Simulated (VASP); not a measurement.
TiAl3:

```xyz
4
Lattice="-1.9111 1.9111 4.2807 1.9111 -1.9111 4.2807 1.9111 1.9111 -4.2807" Properties=species:S:1:pos:R:3 pbc="T T T"
Ti    0.0000    0.0000    0.0000
Al    1.9111    0.0000    2.1403
Al    0.0000    1.9111    2.1403
Al    0.0000    0.0000    4.2807
```

Program: VASP 6.6.1. Alike in all runs: task single point; potentials or basis VASP PAW PBE potentials, release 64 (Ti_sv, Al); no spin polarisation; cell as given; cutoff (eV) 520; smearing fermi-dirac 0.05 eV.

Task: Order these runs on this cell by their pressure, lowest first.
A. level PBEsol-based global hybrid with 25 % exact exchange; k mesh 5 × 5 × 5; grid for exact exchange (PRECFOCK) Normal; share of exact exchange 0.25
B. level PBE; k mesh 8 × 8 × 8
C. level r2SCAN; k mesh 10 × 10 × 10

Result: A (-2.2 GPa), C (0.0 GPa), B (2.1 GPa).

Caveats: some runs use coarse meshes; the PAW data sets were made with another functional, which shifts forces and pressure a little (at least some runs).
